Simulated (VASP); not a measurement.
Cr, 1 atom in the cell. Symmetry: P6/mmm, No. 191, hexagonal system. Conventional cell: a = 2.032 Å, b = 2.032 Å, c = 1.910 Å, α = 90.00°, β = 90.00°, γ = 120.00°. Within 2.5 Å of Cr (site symmetry 6/mmm) lie 8 Cr at 1.91 to 2.03 Å. This isn't the form of Cr at room conditions, which is bcc.

```yaml
Program: VASP 6.6.1
Task: relaxation of cell and atoms
Functional: PBE
Potentials_or_basis: VASP PAW PBE potentials, release 64 (Cr_pv)
Cutoff: 600 eV
k_mesh: 21 × 21 × 20
Occupations: fermi-dirac, width 0.1 eV
Spin: collinear spin, ferromagnetic start
Starting_moments: "[2.0] μB"
Target_pressure: 410 GPa
Dipole_correction: no
Further_INCAR_settings: ALGO = Normal; EDIFF = 1e-06; IBRION = 2; EDIFFG = -0.005; NSW = 60; ISIF = 3
```

Potentials or basis: VASP PAW PBE potentials, release 64 (Cr_pv).

Run with:

```console
$ cat potpaw_PBE.64/Cr_pv/POTCAR > POTCAR
$ mpirun -np 1 vasp_std > vasp.out
```

Hardware: 1 thread of AMD EPYC 9R45 96-Core Processor (Zen 5), with other jobs on the host.

Task: Estimate the wall time of this run.

Result: Wall time 2.8 min on 1 thread of AMD EPYC 9R45 96-Core Processor (Zen 5), with other jobs on the host, peak memory 0.17 GiB. Counts: scf iterations 59, k points 528, ion steps 8.
